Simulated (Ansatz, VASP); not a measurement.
**MgSi4O8 in VASP and in Ansatz**

```
Mg Si O
1.0
     5.31080    0.00000    0.00000
    -2.65540    4.59929    0.00000
     0.00000    0.00000    8.64160
Mg Si O
1 4 8
Direct
  0.00000 0.00000 0.00000
  0.33333 0.66667 0.68685
  0.66667 0.33333 0.18921
  0.66667 0.33333 0.81079
  0.33333 0.66667 0.31315
  0.99911 0.49955 0.74738
  0.50045 0.49955 0.74738
  0.50045 0.00089 0.74738
  0.33333 0.66667 0.50000
  0.66667 0.33333 0.00000
  0.50045 0.00089 0.25262
  0.50045 0.49955 0.25262
  0.99911 0.49955 0.25262
```

Alike in both runs: functional PBE; k mesh 6 × 6 × 4; occupations gaussian, width 0.02 eV; no spin polarisation.

Ansatz relaxed the structure, and its values are those at the end. VASP's run is a single point on that final structure, the one shown.

|  | VASP | Ansatz |
| --- | --- | --- |
| version | VASP 6.6.1 | Ansatz 0.2.0 |
| potentials or method | VASP PAW PBE potentials, release 64 (Mg, Si, O), cutoff 520 eV | scalar-relativistic, plane waves, PAW |
| valence electrons in the cell | 66 | 74 |

|  | VASP | Ansatz | Ansatz less VASP |
| --- | --- | --- | --- |
| gap on the k mesh at the Fermi level (eV) | 1.40 | 1.40 | -0.003 |
| least direct gap on the mesh (eV) | 2.21 | 2.20 | -0.002 |
| pressure (GPa) | 0.0 | 0.0 | -0.01 |

VASP's potentials hold 66 valence electrons a cell and Ansatz's 74, so a difference there can come from the potentials and not from the codes.
